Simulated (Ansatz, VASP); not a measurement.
Two plane-wave programs on Ba3Mo

```
Ba Mo
1.0
     7.05690    0.00000    0.00000
    -3.52845    6.11145    0.00000
     0.00000    0.00000    3.30489
Ba Mo
3 1
Direct
  0.50000 0.00000 0.00000
  0.00000 0.50000 0.00000
  0.50000 0.50000 0.00000
  0.00000 0.00000 0.00000
```

Alike in both runs: task relaxation of cell and atoms; functional PBE; k mesh 9 × 9 × 14; occupations gaussian, width 0.1 eV; no spin polarisation.

```csv
,VASP,Ansatz
version,VASP 6.6.1,Ansatz 0.2.0
potentials or method,"VASP PAW PBE potentials, release 64 (Ba_sv, Mo_sv), cutoff 600 eV","scalar-relativistic, plane waves, PAW"
valence electrons in the cell,44,44
```

```csv
,VASP,Ansatz,Ansatz less VASP
"gap on the k mesh at the Fermi level, each at its own relaxed structure (eV)",none,none,-
relaxed volume (Å³/atom),37.45,35.38,-2.070
relaxed cell length with the largest relative difference (Å),3.391,3.299,-0.0915
```

A gap of «none» marks a metal or a gap that the smearing closes. One of these differences is far larger than is usual between the two programs; its cause wasn't traced.

Neither program's run includes spin-orbit coupling.
